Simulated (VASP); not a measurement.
Here is a VASP 6.6.1 calculation.

Contents of INCAR:

```
ALGO     = Normal         # electronic algorithm
EDIFF    = 1E-6           # SCF threshold, eV
ENCUT    = 520            # plane-wave cutoff, eV
GGA      = RE             # functional
ISIF     = 2              # what is computed and relaxed
ISMEAR   = -1             # smearing method
LASPH    = True           # aspherical terms in the spheres
LCHARG   = False          # write CHGCAR
LREAL    = False          # projectors in reciprocal space
LWAVE    = False          # write WAVECAR
NBANDS   = 10             # bands
NELM     = 100            # most SCF steps
PREC     = Accurate       # precision mode
SIGMA    = 0.1            # smearing width, eV
```

File KPOINTS:

```
k-points
0
Gamma
  17 17 17
```

POSCAR

```
Co
1.0
    0.0000000000      1.8057591226      1.8057591226
    1.8057591226      0.0000000000      1.8057591226
    1.8057591226      1.8057591226      0.0000000000
Co
1
Direct
    0.0000000000      0.0000000000      0.0000000000
```

Potentials or basis: VASP PAW PBE potentials, release 64 (Co).

Launch:

```console
$ cat potpaw_PBE.64/Co/POTCAR > POTCAR
$ mpirun -np 1 vasp_std > vasp.out
```

What does it give for the pressure?

-20.3 GPa.

Caveat: the PAW data sets were made with another functional, which shifts forces and pressure a little; the run has no spin polarisation, though such a crystal can be magnetic. Spin polarisation is off, so any magnetic state and its effect on volume and gap are missing.
